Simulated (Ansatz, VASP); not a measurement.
**Two plane-wave programs on NbIn2Se3**

INCAR

```
SYSTEM = NbIn2Se3
PREC     = Accurate       ! precision mode
ENCUT    = 500            ! plane-wave cutoff, eV
EDIFF    = 1E-7           ! SCF threshold, eV
ISMEAR   = 0              ! smearing method
SIGMA    = 0.15           ! smearing width, eV
LREAL    = .False.        ! projectors in reciprocal space
LASPH    = .True.         ! aspherical terms in the spheres
NELM     = 120            ! most SCF steps
ALGO     = Normal         ! electronic algorithm
ISIF     = 3              ! what is computed and relaxed
LWAVE    = .False.        ! write WAVECAR
LCHARG   = .False.        ! write CHGCAR
GGA      = PE             ! functional
IBRION   = 2              ! ionic algorithm
NSW      = 36             ! ionic steps
EDIFFG   = -0.08          ! ionic threshold
GGA_COMPAT= .False.      
NELMIN   = 4
```

Contents of KPOINTS:

```
regular mesh
0
Gamma
  3 3 3
  0 0 0
```

POSCAR

```
NbIn2Se3
1.0
   -3.0367220800      3.0367220800      4.7241009500
    3.0367220800     -3.0367220800      4.7241009500
    3.0367220800      3.0367220800     -4.7241009500
Nb In Se
1 2 3
Direct
    0.5000000000      0.5000000000      0.0000000000
    0.7711171400      0.7711171400      0.0000000000
    0.2288828600      0.2288828600      0.0000000000
    0.7500000000      0.2500000000      0.5000000000
    0.2500000000      0.7500000000      0.5000000000
    0.0000000000      0.0000000000      0.0000000000
```

Input for Ansatz:

```yaml
crystal:
  lattice:
    - [-3.03672208, 3.03672208, 4.72410095]
    - [3.03672208, -3.03672208, 4.72410095]
    - [3.03672208, 3.03672208, -4.72410095]
  atoms:
    - { symbol: Nb, position: [0.5, 0.5, 0.0] }
    - { symbol: In, position: [0.77111714, 0.77111714, 0.0] }
    - { symbol: In, position: [0.22888286, 0.22888286, 0.0] }
    - { symbol: Se, position: [0.75, 0.25, 0.5] }
    - { symbol: Se, position: [0.25, 0.75, 0.5] }
    - { symbol: Se, position: [0.0, 0.0, 0.0] }
basis:
  ecutwfc: 420
kpoints:
  mp_grid: { grid: [3, 3, 3] }
hamiltonian:
  xc: pbe
scf:
  occupations: { method: gaussian, width: 0.15 }
  lower_state_search: "off"
output:
  forces: true
  stress: true
  eigenvalues: true
relax:
  adjacent_minimum: "off"
  f_tol: 0.08
  max_steps: 16
  cell: { stress_tol: 0.8 }
```

Alike in both runs: task relaxation of cell and atoms; functional PBE; k mesh 3 × 3 × 3; occupations gaussian, width 0.15 eV; no spin polarisation.

|  | VASP | Ansatz |
| --- | --- | --- |
| version | VASP 6.6.1 | Ansatz 0.2.0 |
| potentials or method | VASP PAW PBE potentials, release 64 (Nb_sv, In_d, Se), cutoff 500 eV | scalar-relativistic, plane waves, PAW |
| valence electrons in the cell | 57 | 87 |

```csv
,VASP,Ansatz,Ansatz less VASP
"gap on the k mesh at the Fermi level, each at its own relaxed structure (eV)",none,none,-
relaxed volume (Å³/atom),28.22,28.24,+0.024
relaxed length of the cell vector where the two differ most in proportion (Å),6.774,6.766,-0.0080
```

A gap of «none» marks a metal or a gap that the smearing closes. VASP's potentials hold 57 valence electrons a cell and Ansatz's 87, so a difference there can come from the potentials and not from the codes.

The k mesh is coarse, so the values compare programs but aren't converged.
